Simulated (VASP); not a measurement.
# SnO2 (P4_2/mnm) in VASP: dielectric tensor with PBE

Aim: the dielectric tensor of SnO2 with PBE.

All numbers are computed with VASP 6.6.1; they aren't measurements. Logs are shortened: lines on timing, memory, paths and dates and some standing lists are left out, and cuts for length are marked.

## Step 1: The cell of the first run

Symmetry: P4_2/mnm, No. 136, tetragonal system. The conventional cell has a = 4.738 Å, b = 4.738 Å, c = 3.187 Å, α = 90.00°, β = 90.00°, γ = 90.00°. Within 2.7 Å of Sn (site symmetry mmm) lie 6 O at 2.05 to 2.06 Å. Within 2.7 Å of O (site symmetry m2m) lie 3 Sn at 2.05 to 2.06 Å and 1 O at 2.59 Å.

## Step 2: Dielectric tensor, PBE

INCAR

```
SYSTEM = SnO2
PREC = Accurate ; ENCUT = 520
EDIFF = 1E-8 ; ISMEAR = 0
SIGMA = 0.01 ; LREAL = .FALSE.
LASPH = .TRUE. ; NELM = 120
ALGO = Normal ; ISIF = 2
LWAVE = .FALSE. ; LCHARG = .FALSE.
GGA = PE ; LEPSILON = .TRUE.
GGA_COMPAT = .FALSE.
```

KPOINTS

```
Automatic mesh
0
G
  4 4 6
  0 0 0
```

POSCAR

```
SnO2
1.0
    4.7380000000      0.0000000000      0.0000000000
    0.0000000000      4.7380000000      0.0000000000
    0.0000000000      0.0000000000      3.1865000000
Sn O
2 4
Direct
    0.0000000000      0.0000000000      0.0000000000
    0.5000000000      0.5000000000      0.5000000000
    0.3071000000      0.3071000000      0.0000000000
    0.1929000000      0.8071000000      0.5000000000
    0.6929000000      0.6929000000      0.0000000000
    0.8071000000      0.1929000000      0.5000000000
```

Potentials or basis: VASP PAW PBE potentials, release 64 (Sn_d, O).

On the command line:

```console
$ cat potpaw_PBE.64/Sn_d/POTCAR potpaw_PBE.64/O/POTCAR > POTCAR
$ mpirun -np 1 vasp_std > vasp.out
```

OUTCAR:

```text
SYSTEM = SnO2
   PREC = Accurate
   ENCUT = 520
   EDIFF = 1E-8
   ISMEAR = 0
   LREAL = .FALSE.
   LASPH = .TRUE.
   NELM = 120
   ISIF = 2
   GGA = PE
   LEPSILON = .TRUE.

 ion  position               nearest neighbor table
   1  0.000  0.000  0.000-   4 2.05   6 2.05   4 2.05   6 2.05   5 2.06   3 2.06   2 3.71   2 3.71
                             2 3.71   2 3.71   2 3.71   2 3.71   2 3.71   2 3.71
   2  0.500  0.500  0.500-   3 2.05   5 2.05   3 2.05   5 2.05   4 2.06   6 2.06   1 3.71   1 3.71
                             1 3.71   1 3.71   1 3.71   1 3.71   1 3.71   1 3.71
   3  0.307  0.307  0.000-   2 2.05   2 2.05   1 2.06
   4  0.193  0.807  0.500-   1 2.05   1 2.05   2 2.06
   5  0.693  0.693  0.000-   2 2.05   2 2.05   1 2.06
   6  0.807  0.193  0.500-   1 2.05   1 2.05   2 2.06

  LATTYP: Found a simple tetragonal cell.
 ALAT       =     4.7380000000
 C/A-ratio  =     0.6725411566

  Lattice vectors:

 A1 = (   4.7380000000,   0.0000000000,   0.0000000000)
 A2 = (   0.0000000000,   4.7380000000,   0.0000000000)
 A3 = (   0.0000000000,   0.0000000000,   3.1865000000)

Analysis of symmetry for initial positions (statically):
=====================================================================
 Subroutine PRICEL returns:
 Original cell was already a primitive cell.

 Routine SETGRP: Setting up the symmetry group for a
 simple tetragonal supercell.

 Subroutine GETGRP returns: Found 16 space group operations
 (whereof  8 operations were pure point group operations)
 out of a pool of 16 trial point group operations.

The static configuration has the point symmetry D_2h.
 The point group associated with its full space group is D_4h.

Analysis of symmetry for dynamics (positions and initial velocities):
=====================================================================
 Subroutine PRICEL returns:
 Original cell was already a primitive cell.

 Routine SETGRP: Setting up the symmetry group for a
 simple tetragonal supercell.

 Subroutine GETGRP returns: Found 16 space group operations
 (whereof  8 operations were pure point group operations)
 out of a pool of 16 trial point group operations.

The dynamic configuration has the point symmetry D_2h.
 The point group associated with its full space group is D_4h.

 Subroutine INISYM returns: Found 16 space group operations
 (whereof  8 operations are pure point group operations),
 and found     1 'primitive' translations

----------------------------------------------------------------------------------------

                                     Primitive cell

  volume of cell :      71.5326

  direct lattice vectors                    reciprocal lattice vectors
     4.738000000  0.000000000  0.000000000     0.211059519  0.000000000  0.000000000
     0.000000000  4.738000000  0.000000000     0.000000000  0.211059519  0.000000000
     0.000000000  0.000000000  3.186500000     0.000000000  0.000000000  0.313823945

  length of vectors
     4.738000000  4.738000000  3.186500000     0.211059519  0.211059519  0.313823945

  position of ions in fractional coordinates (direct lattice)
     0.000000000  0.000000000  0.000000000
     0.500000000  0.500000000  0.500000000
     0.307100000  0.307100000  0.000000000
     0.192900000  0.807100000  0.500000000
     0.692900000  0.692900000  0.000000000
     0.807100000  0.192900000  0.500000000

  ion indices of the primitive-cell ions
   primitive index   ion index
                 1           1
                 2           2
                 3           3
                 4           4
                 5           5
                 6           6

[... 106 lines left out ...]
 NGX is ok and might be reduce to    36
   NGX = 17   NGY = 17   NGZ = 11

--------------------------------------- Ionic step        1  -------------------------------------------

 number of electron      51.9999993 magnetization

 E-fermi :   6.2222     XC(G=0): -11.2574

 val. band max:        6.1440945885   @ k =   0.0000   0.0000   0.0000
 cond. band min:       7.4160426273   @ k =   0.0000   0.0000   0.0000
 fundamental gap:      1.2719480388
 Fermi energy:         6.2221574076

 k-point     1 :       0.0000    0.0000    0.0000
  band No.  band energies     occupation
      1     -14.9633      2.00000
      2     -14.1854      2.00000
      3     -13.9020      2.00000
      4     -13.8801      2.00000
      5     -13.8801      2.00000
      6     -13.8001      2.00000
[... 805 lines left out ...]
     30      15.0256      0.00000
     31      17.1990      0.00000

  FORCE on cell =-STRESS in cart. coord.  units (eV):
  Direction    XX          YY          ZZ          XY          YZ          ZX
  --------------------------------------------------------------------------------------
  -------------------------------------------------------------------------------------
  Total        4.7703111      4.7703111      6.2401016     -0.0000000      0.0000000      0.0000000
  in kB      106.8447648    106.8447648    139.7649289     -0.0000000      0.0000000      0.0000000
  external PRESSURE =     117.8181528 kB  Pullay stress =       0.0000000 kB

 VOLUME and BASIS-vectors are now :
 -----------------------------------------------------------------------------
  energy-cutoff  :      520.00
  volume of cell :       71.53
      direct lattice vectors                 reciprocal lattice vectors
     4.738000000  0.000000000  0.000000000     0.211059519  0.000000000  0.000000000
     0.000000000  4.738000000  0.000000000     0.000000000  0.211059519  0.000000000
     0.000000000  0.000000000  3.186500000     0.000000000  0.000000000  0.313823945

 POSITION                                       TOTAL-FORCE (eV/Angst)
 -----------------------------------------------------------------------------------
      0.00000      0.00000      0.00000        -0.000000     -0.000000      0.000000
      2.36900      2.36900      1.59325        -0.000000     -0.000000      0.000000
      1.45504      1.45504      0.00000        -0.207935     -0.207935      0.000000
      0.91396      3.82404      1.59325         0.207935     -0.207935      0.000000
      3.28296      3.28296      0.00000         0.207935      0.207935     -0.000000
      3.82404      0.91396      1.59325        -0.207935      0.207935     -0.000000
 -----------------------------------------------------------------------------------
    total drift:                               -0.000000      0.000000      0.000000

  FREE ENERGIE OF THE ION-ELECTRON SYSTEM (eV)
  ---------------------------------------------------
  free  energy   TOTEN  =       -37.1583186259 eV

  energy  without entropy=      -37.1583186259  energy(sigma->0) =      -37.15831863

 HEAD OF MICROSCOPIC STATIC DIELECTRIC TENSOR (INDEPENDENT PARTICLE, excluding Hartree and local field effects)
 ------------------------------------------------------
           4.473481    -0.000000     0.000000
          -0.000000     4.473481     0.000000
           0.000000     0.000000     4.697706
 ------------------------------------------------------

 Free energy of the ion-electron system (eV)
  ---------------------------------------------------
  ---------------------------------------------------
  free energy    TOTEN  =        -0.71619345 eV

  energy without entropy =       -0.71619345

------------------------ aborting loop because EDIFF is reached ----------------------------------------

--------------------------------------- Ionic step        2  -------------------------------------------

------------------------ aborting loop because EDIFF is reached ----------------------------------------

--------------------------------------- Ionic step        3  -------------------------------------------

 Free energy of the ion-electron system (eV)
  ---------------------------------------------------
  ---------------------------------------------------
  free energy    TOTEN  =        -0.76300739 eV

  energy without entropy =       -0.76300739

------------------------ aborting loop because EDIFF is reached ----------------------------------------

 PIEZOELECTRIC TENSOR FIELD DIRECTION 3  (e Angst)
 -----------------------------------------------------------------------------
     0.00136 -0.00000  0.00000           ( -0.00001 -0.00000  0.00000)
    -0.00000  0.00136  0.00000           ( -0.00000 -0.00001  0.00000)
     0.00000  0.00000 -0.00432           (  0.00000  0.00000 -0.00015)

 PIEZOELECTRIC TENSOR FIELD DIRECTION 3  (C/m^2)
 -----------------------------------------------------------------------------
     0.00031 -0.00000  0.00000
    -0.00000  0.00031  0.00000
     0.00000  0.00000 -0.00097

 MACROSCOPIC STATIC DIELECTRIC TENSOR (including local field effects in DFT)
 ------------------------------------------------------
           4.399668     0.000000     0.000000
           0.000000     4.399668     0.000000
           0.000000     0.000000     4.613767
 ------------------------------------------------------

 PIEZOELECTRIC TENSOR (including local field effects)  for field in x, y, z        (e  Angst)
          XX          YY          ZZ          XY          YZ          ZX
  --------------------------------------------------------------------------------
  x     0.00000     0.00000     0.00000     0.00000     0.00000     0.00000
  y     0.00000     0.00000     0.00000     0.00000     0.00000     0.00000
  z     0.00000     0.00000     0.00000     0.00000     0.00000     0.00000

 PIEZOELECTRIC TENSOR (including local field effects)  for field in x, y, z        (C/m^2)
          XX          YY          ZZ          XY          YZ          ZX
  --------------------------------------------------------------------------------
  x     0.00000     0.00000     0.00000     0.00000     0.00000     0.00000
  y     0.00000     0.00000     0.00000     0.00000     0.00000     0.00000
  z     0.00000     0.00000     0.00000     0.00000     0.00000     0.00000

 BORN EFFECTIVE CHARGES (including local field effects) (in |e|, cummulative output)
 ---------------------------------------------------------------------------------
 ion    1
    1     4.08234     0.44616     0.00000
    2     0.44616     4.08234     0.00000
    3     0.00000     0.00000     4.46994
 ion    2
    1     4.08234    -0.44616     0.00000
    2    -0.44616     4.08234     0.00000
    3     0.00000     0.00000     4.46994
 ion    3
    1    -2.04117    -0.70194     0.00000
    2    -0.70194    -2.04117     0.00000
    3     0.00000     0.00000    -2.23497
 ion    4
    1    -2.04117     0.70194     0.00000
    2     0.70194    -2.04117     0.00000
    3     0.00000     0.00000    -2.23497
 ion    5
    1    -2.04117    -0.70194     0.00000
    2    -0.70194    -2.04117     0.00000
    3     0.00000     0.00000    -2.23497
 ion    6
    1    -2.04117     0.70194     0.00000
    2     0.70194    -2.04117     0.00000
    3     0.00000     0.00000    -2.23497
```

Wall time 12 min (1 thread of Intel Xeon Platinum 8375C at 2.90GHz (Ice Lake), shared host); peak memory 0.36 GiB.

What came out:

- Band gap on the k mesh: 1.27 eV
- Electronic dielectric tensor (diagonal): 4.40, 4.40, 4.61
- Born charges (mean of the diagonal): Sn +4.21; O -2.11 e

Levels at points of the mesh, in eV from the valence-band top:
| k point | band 23 | band 24 | band 25 | band 26 | band 27 | band 28 | band 29 | band 30 |
| --- | --- | --- | --- | --- | --- | --- | --- | --- |
| (0.00, 0.00, 0.00) | -1.23 | -0.78 | -0.78 | 0.00 | 1.27 | 6.15 | 6.35 | 6.35 |
| (0.50, 0.00, 0.00) | -1.19 | -1.19 | -0.64 | -0.64 | 4.44 | 4.44 | 7.09 | 7.09 |
| (0.50, 0.50, 0.00) | -1.31 | -1.31 | -0.90 | -0.90 | 4.84 | 4.84 | 7.53 | 7.53 |
| (0.00, 0.00, 0.50) | -1.66 | -1.66 | -1.26 | -1.26 | 6.23 | 6.23 | 9.78 | 9.78 |
| (0.50, 0.00, 0.50) | -1.10 | -1.10 | -0.70 | -0.70 | 6.51 | 6.51 | 8.07 | 8.07 |
| (0.50, 0.50, 0.50) | -0.97 | -0.97 | -0.84 | -0.84 | 4.92 | 4.92 | 8.88 | 8.88 |

Electronic dielectric tensor:
```
4.40 0.00 0.00
0.00 4.40 0.00
0.00 0.00 4.61
```

Born effective charge tensors (e):
atom 1, Sn
```
4.08 0.45 0.00
0.45 4.08 0.00
0.00 0.00 4.47
```
atom 2, Sn
```
 4.08 -0.45  0.00
-0.45  4.08  0.00
 0.00  0.00  4.47
```
atom 3, O
```
-2.04 -0.70  0.00
-0.70 -2.04  0.00
 0.00  0.00 -2.23
```
atom 4, O
```
-2.04  0.70  0.00
 0.70 -2.04  0.00
 0.00  0.00 -2.23
```
atom 5, O
```
-2.04 -0.70  0.00
-0.70 -2.04  0.00
 0.00  0.00 -2.23
```
atom 6, O
```
-2.04  0.70  0.00
 0.70 -2.04  0.00
 0.00  0.00 -2.23
```

Caveat: spin-orbit coupling is left out, which moves the levels of the heavy elements.
